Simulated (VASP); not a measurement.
ZnSe (Stilleite):

```
CELL_PARAMETERS angstrom
0.00000 2.86592 2.86592
2.86592 0.00000 2.86592
2.86592 2.86592 0.00000
ATOMIC_POSITIONS crystal
Zn 0.00000 0.00000 0.00000
Se 0.25000 0.25000 0.25000
```

```yaml
Program: VASP 6.6.1
Task: relaxation of cell and atoms
Functional: PBEsol
Potentials_or_basis: VASP PAW PBE potentials, release 64 (Zn, Se)
Cutoff: 600 eV
k_mesh: 8 × 8 × 8
Occupations: fermi-dirac, width 0.02 eV
Spin: no spin polarisation
```

At the start: pressure -2.8 GPa; volume 23.54 Å³/atom.

**Question.** How do energy, volume and symmetry change on relaxing?

**Answer.** Over 5 steps the energy falls by 10.2 meV/atom and the volume is 22.43 Å³/atom (-4.7 %); space group F-43m (No. 216, to 0.05 Å).

Step by step:
```
step  energy change (eV)  largest force (eV/Å)  pressure (GPa)  volume (Å³)
   1              0.0000                0.0000           -2.82        47.08
   2             -0.0189                0.0000            0.79        44.31
   3             -0.0203                0.0000           -0.11        44.85
   4             -0.0203                0.0000            0.09        44.79
   5             -0.0203                0.0000            0.03        44.86
```

Final structure:
```cif
data_structure
_symmetry_space_group_name_H-M 'P 1'
_symmetry_Int_Tables_number 1
_cell_length_a 3.9884
_cell_length_b 3.9884
_cell_length_c 3.9884
_cell_angle_alpha 60.000
_cell_angle_beta 60.000
_cell_angle_gamma 60.000
_cell_volume 44.86
loop_
_atom_site_label
_atom_site_type_symbol
_atom_site_fract_x
_atom_site_fract_y
_atom_site_fract_z
_atom_site_occupancy
Zn1 Zn 0.00000 0.00000 0.00000 1
Se1 Se 0.25000 0.25000 0.25000 1
```

Caveat: the PAW data sets were made with another functional, which shifts forces and pressure a little.
